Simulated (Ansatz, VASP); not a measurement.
**ScAl3N4: VASP beside Ansatz**

```
Al Sc N
1.0
     6.48036   -0.01575    0.00000
    -3.25382    5.63578    0.00000
     0.00000    0.00000    5.02753
Al Sc N
6 2 8
Direct
  0.33520 0.16428 0.49895
  0.16973 0.83487 0.99530
  0.33520 0.67093 0.49895
  0.66480 0.33572 0.99895
  0.66480 0.82907 0.99895
  0.83027 0.66513 0.49530
  0.17752 0.33876 0.98991
  0.82248 0.16124 0.48991
  0.18247 0.34123 0.41365
  0.34529 0.15456 0.87583
  0.16489 0.83245 0.37956
  0.34529 0.69072 0.87583
  0.65471 0.34544 0.37583
  0.81753 0.15877 0.91365
  0.65471 0.80928 0.37583
  0.83511 0.66755 0.87956
```

Alike in both runs: functional PBE; k mesh 4 × 4 × 5; no spin polarisation.

Ansatz relaxed the structure, and its values are those at the end. VASP's run is a single point on that final structure, the one shown.

|  | VASP | Ansatz |
| --- | --- | --- |
| version | VASP 6.6.1 | Ansatz 0.2.0 |
| potentials or method | VASP PAW PBE potentials, release 64 (Al, Sc_sv, N) | scalar-relativistic, plane waves, PAW |
| plane-wave cutoff (eV) | 520 | 420 |
| occupations | gaussian, width 0.01 eV | fixed |
| valence electrons in the cell | 80 | 80 |

|  | VASP | Ansatz | Ansatz less VASP |
| --- | --- | --- | --- |
| gap on the k mesh at the Fermi level (eV) | 3.66 | 3.66 | +0.007 |
| least direct gap on the mesh (eV) | 3.72 | 3.71 | -0.007 |
| pressure (GPa) | 0.8 | 0.8 | -0.08 |
| rms of the force components (eV/Å) | 0.024 | 0.000 | -0.0238 |

Ansatz's warnings: stress scf threshold loose.
